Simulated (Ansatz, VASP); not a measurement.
One calculation of AlB2N3, two programs

```xyz
12
Lattice="2.7680 0.0000 0.0000 -1.3840 2.3972 0.0000 0.0000 0.0000 25.9775" Properties=species:S:1:pos:R:3 pbc="T T T"
Al    0.0000    0.0000    6.4944
Al    0.0000    0.0000   19.4831
B     0.0000    0.0000   23.8330
B     0.0000    0.0000   15.1332
B     0.0000    0.0000    2.1445
B     0.0000    0.0000   10.8442
N     1.3840    0.7991   19.4831
N     1.3840    0.7991    2.1444
N     1.3840    0.7991   10.8443
N     0.0000    1.5981   23.8330
N     0.0000    1.5981    6.4944
N     0.0000    1.5981   15.1331
```

Alike in both runs: functional PBE; k mesh 12 × 12 × 1; occupations gaussian, width 0.02 eV; no spin polarisation.

Ansatz relaxed the structure, and its values are those at the end. VASP's run is a single point on that final structure, the one shown.

|  | VASP | Ansatz |
| --- | --- | --- |
| version | VASP 6.6.1 | Ansatz 0.2.0 |
| potentials or method | VASP PAW PBE potentials, release 64 (Al, B, N), cutoff 520 eV | scalar-relativistic, plane waves, PAW |
| valence electrons in the cell | 48 | 48 |

Ansatz gave:

| Item | Value |
| --- | --- |
| gap on the k mesh at the Fermi level (eV) | 2.97 |
| least direct gap on the mesh (eV) | 2.97 |
| pressure (GPa) | 0.0 |

Task: What did VASP give for the same quantities?

Result: gap on the k mesh at the Fermi level (eV): 2.97; least direct gap on the mesh (eV): 2.97; pressure (GPa): 0.3.
